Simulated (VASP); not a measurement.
A run of VASP 6.6.1 is set up as follows.

Contents of INCAR:

```
PREC     = Accurate       # precision mode
ENCUT    = 500            # plane-wave cutoff, eV
EDIFF    = 1E-6           # SCF threshold, eV
ISMEAR   = 0              # smearing method
SIGMA    = 0.05           # smearing width, eV
LREAL    = F              # projectors in reciprocal space
LASPH    = T              # aspherical terms in the spheres
NELM     = 120            # most SCF steps
ALGO     = Normal         # electronic algorithm
ISIF     = 2              # what is computed and relaxed
LWAVE    = F              # write WAVECAR
LCHARG   = F              # write CHGCAR
GGA      = PE             # functional
NBANDS   = 11             # bands
GGA_COMPAT= F
```

File KPOINTS:

```
Automatic mesh
0
Gamma
  8 8 8
```

File POSCAR:

```
Pd
1.0
   -1.5756808048      1.5756808048      1.5756808048
    1.5756808048     -1.5756808048      1.5756808048
    1.5756808048      1.5756808048     -1.5756808048
Pd
1
Direct
    0.0000000000      0.0000000000      0.0000000000
```

Potentials or basis: VASP PAW PBE potentials, release 64 (Pd).

Run with:

```bash
$ cat potpaw_PBE.64/Pd/POTCAR > POTCAR
$ mpirun -np 1 vasp_std > vasp.out
```

Question: What does it give for the pressure?

Answer: -2.0 GPa.

Question: What does it give for the band gap on the k mesh?

Answer: Zero (band 5 reaches 9.36 eV, above the bottom of band 6 at 7.94 eV).
